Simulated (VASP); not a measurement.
Wanted: the native input for a VASP 6.6.1 run.

- Task: single point
- Functional: PBE
- Potentials or basis: VASP PAW PBE potentials, release 64 (Ba_sv)
- Cutoff: 520 eV
- k mesh: 9 × 9 × 9
- Occupations: methfessel-paxton, width 0.05 eV
- Spin: no spin polarisation
- Dipole correction: no
- Further INCAR settings: ALGO = Normal; EDIFF = 1e-06; NBANDS = 17

The structure of Ba lies in POSCAR:

```
Ba
1.0
    0.0000000000      3.4126178262      3.4126178262
    3.4126178262      0.0000000000      3.4126178262
    3.4126178262      3.4126178262      0.0000000000
Ba
2
Direct
    0.0000000000      0.0000000000      0.0000000000
    0.2500000000      0.2500000000      0.2500000000
```

This isn't the form of Ba at room conditions, which is bcc.

These files were run (other wordings do the same):

INCAR

```
SYSTEM = Ba
PREC     = Accurate       ! precision mode
ENCUT    = 520            ! plane-wave cutoff, eV
EDIFF    = 1E-6           ! SCF threshold, eV
ISMEAR   = 1              ! smearing method
SIGMA    = 0.05           ! smearing width, eV
LREAL    = .FALSE.        ! projectors in reciprocal space
LASPH    = .TRUE.         ! aspherical terms in the spheres
NELM     = 100            ! most SCF steps
ALGO     = Normal         ! electronic algorithm
ISIF     = 2              ! what is computed and relaxed
LWAVE    = .FALSE.        ! write WAVECAR
LCHARG   = .FALSE.        ! write CHGCAR
GGA      = PE             ! functional
NBANDS   = 17             ! bands
```

KPOINTS

```
Automatic mesh
0
G
  9 9 9
  0 0 0
```

Potentials or basis: VASP PAW PBE potentials, release 64 (Ba_sv).

The run is started by

```sh
$ cat potpaw_PBE.64/Ba_sv/POTCAR > POTCAR
$ mpirun -np 1 vasp_std > vasp.out
```

Results of the run:

```
Pressure               : 12.1 GPa
Band gap on the k mesh : zero (bands 10 and 11 overlap by 0.39 eV)
```

Caveat: the cell stands under pressure; spin-orbit coupling is left out, which moves the levels of the heavy elements.

Wall time 22 s on 1 thread of AMD EPYC 9R45 96-Core Processor (Zen 5), with other jobs on the host, peak memory 0.19 GiB.
